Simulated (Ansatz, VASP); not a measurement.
One calculation of AlN, two programs

File POSCAR:

```
AlN
1.0
    3.0095177579      0.0000000000      0.0000000000
   -1.5047588790      2.6063188315      0.0000000000
    0.0000000000      0.0000000000      5.3049993281
Al N
2 2
Direct
    0.3333333333      0.6666666667      0.0016929024
    0.6666666667      0.3333333333      0.5016929024
    0.3333333333      0.6666666667      0.3833070976
    0.6666666667      0.3333333333      0.8833070976
```

File INCAR.step1:

```
SYSTEM = AlN
ALGO     = Normal         ! electronic algorithm
EDIFF    = 1E-4           ! SCF threshold, eV
ENCUT    = 520            ! plane-wave cutoff, eV
GGA      = PE             ! functional
ISMEAR   = 0              ! smearing method
LASPH    = .True.         ! aspherical terms in the spheres
LCHARG   = .False.        ! write CHGCAR
LREAL    = .False.        ! projectors in reciprocal space
LWAVE    = .True.         ! write WAVECAR
NBANDS   = 16             ! bands
NELM     = 100            ! most SCF steps
PREC     = Accurate       ! precision mode
SIGMA    = 0.05           ! smearing width, eV
```

INCAR.step2

```
SYSTEM = AlN
ALGO     = Normal         ! electronic algorithm
EDIFF    = 1E-7           ! SCF threshold, eV
ENCUT    = 520            ! plane-wave cutoff, eV
ISIF     = 2              ! what is computed and relaxed
ISMEAR   = 0              ! smearing method
ISTART   = 1            
LASPH    = .True.         ! aspherical terms in the spheres
LCHARG   = .True.         ! write CHGCAR
LELF     = .True.         ! ELF
LMIXTAU  = .True.       
LREAL    = .False.        ! projectors in reciprocal space
LVHAR    = .True.       
LWAVE    = .False.        ! write WAVECAR
METAGGA  = R2SCAN         ! meta-GGA
NBANDS   = 16             ! bands
NELM     = 100            ! most SCF steps
PREC     = Accurate       ! precision mode
SIGMA    = 0.05           ! smearing width, eV
```

The input KPOINTS:

```
k-points
0
Gamma
  12 12 6
  0 0 0
```

Input for Ansatz:

```yaml
crystal:
  lattice:
    - [3.0095177579, 0.0, 0.0]
    - [-1.504758879, 2.6063188315, 0.0]
    - [0.0, 0.0, 5.3049993281]
  atoms:
    - { symbol: Al, position: [0.3333333333, 0.6666666667, 0.0016929024] }
    - { symbol: Al, position: [0.6666666667, 0.3333333333, 0.5016929024] }
    - { symbol: "N", position: [0.3333333333, 0.6666666667, 0.3833070976] }
    - { symbol: "N", position: [0.6666666667, 0.3333333333, 0.8833070976] }
basis:
  ecutwfc: 500
kpoints:
  mp_grid: { grid: [12, 12, 6] }
hamiltonian:
  xc: r2scan
scf:
  occupations: { method: gaussian, width: 0.05 }
output:
  forces: true
  stress: true
  eigenvalues: true
  write_density: true
  write_potential: true
  elf: true
  volumetric_format: npy
```

Alike in both runs: task single point; functional r2SCAN; k mesh 12 × 12 × 6; occupations gaussian, width 0.05 eV; no spin polarisation.

```csv
,VASP,Ansatz
version,VASP 6.6.1,Ansatz 0.2.0
potentials or method,"VASP PAW PBE potentials, release 64 (Al, N), cutoff 520 eV","scalar-relativistic, plane waves, PAW"
valence electrons in the cell,16,16
```

```tsv
	VASP	Ansatz	Ansatz less VASP
gap on the k mesh at the Fermi level (eV)	4.66	4.63	-0.035
least direct gap on the mesh (eV)	4.66	4.63	-0.035
pressure (GPa)	2.9	3.2	+0.33
traceless stress, the component that is largest in VASP (GPa)	-25.75	-25.46	+0.292
rms of the force components (eV/Å)	0.413	0.406	-0.0063
```

VASP's potentials were made for PBE, not for r2SCAN. Atom by atom the forces differ by 0.006 eV/Å (rms over components). The functional is the same, so the differences come from potentials, cutoffs and numerics.
